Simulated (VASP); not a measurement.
Set up this calculation in VASP 6.6.1, as the native input.

```yaml
Task: single point
Functional: PBE
Potentials_or_basis: VASP PAW PBE potentials, release 64 (Ca_sv, Zn)
Cutoff: 520 eV
k_mesh: 6 × 6 × 4
Occupations: gaussian, width 0.1 eV
Spin: no spin polarisation
Dipole_correction: no
Further_INCAR_settings: ALGO = Fast; EDIFF = 1e-07; NBANDS = 47
```

The structure of Ca4Zn3 lies in POSCAR:

```
Ca4Zn3
1.0
    6.6872760772      0.0000000000      0.0000000000
   -3.3436380386      5.7913509649      0.0000000000
    0.0000000000      0.0000000000      5.4782711356
Ca Zn
4 3
Direct
    0.0000000000      0.0000000000      0.5000000000
    0.5000000000      0.0000000000      0.0000000000
    0.0000000000      0.5000000000      0.0000000000
    0.5000000000      0.5000000000      0.0000000000
    0.3333333333      0.6666666667      0.5000000000
    0.6666666667      0.3333333333      0.5000000000
    0.0000000000      0.0000000000      0.0000000000
```

The cell was built from a structure type or drawn by symmetry, and may not be a known phase.

These files were run (other wordings do the same):

INCAR

```
SYSTEM = Ca4Zn3
PREC     = Accurate       ! precision mode
ENCUT    = 520            ! plane-wave cutoff, eV
EDIFF    = 1E-7           ! SCF threshold, eV
ISMEAR   = 0              ! smearing method
SIGMA    = 0.1            ! smearing width, eV
LREAL    = .FALSE.        ! projectors in reciprocal space
LASPH    = .TRUE.         ! aspherical terms in the spheres
NELM     = 60             ! most SCF steps
ALGO     = Fast           ! electronic algorithm
ISIF     = 2              ! what is computed and relaxed
LWAVE    = .FALSE.        ! write WAVECAR
LCHARG   = .FALSE.        ! write CHGCAR
GGA      = PE             ! functional
NBANDS   = 47             ! bands
```

KPOINTS

```
regular mesh
0
G
  6 6 4
  0 0 0
```

Potentials or basis: VASP PAW PBE potentials, release 64 (Ca_sv, Zn).

Run with:

```bash
$ cat potpaw_PBE.64/Ca_sv/POTCAR potpaw_PBE.64/Zn/POTCAR > POTCAR
$ mpirun -np 1 vasp_std > vasp.out
```

It gave:

The pressure is 0.0 GPa and the band gap on the k mesh is zero (bands 38 and 39 overlap by 0.51 eV).

Run time: 9.9 min on 1 thread of Oxide Virtual Turin-like Processor (shared host), peak memory 0.39 GiB.
